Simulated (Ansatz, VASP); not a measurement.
## Ti in VASP and in Ansatz

```
CELL_PARAMETERS angstrom
2.90123 0.00000 0.00000
-1.45061 2.51253 0.00000
0.00000 0.00000 4.59412
ATOMIC_POSITIONS crystal
Ti 0.33333 0.66667 0.25000
Ti 0.66667 0.33333 0.75000
```

Alike in both runs: task single point; functional PBEsol; k mesh 14 × 14 × 8; occupations fermi-dirac, width 0.1 eV; no spin polarisation.

|  | VASP | Ansatz |
| --- | --- | --- |
| version | VASP 6.6.1 | Ansatz 0.2.0 |
| potentials or method | VASP PAW PBE potentials, release 64 (Ti_sv) | PAW with Ansatz's default frozen-core files, scalar-relativistic |
| plane-wave cutoff (eV) | 520 | 420 |
| valence electrons in the cell | 24 | 24 |

|  | VASP | Ansatz | Ansatz less VASP |
| --- | --- | --- | --- |
| pressure (GPa) | -0.2 | 0.0 | +0.25 |

VASP's potentials were made for PBE, not for PBEsol. Ansatz's warnings: optics on partly filled bands.
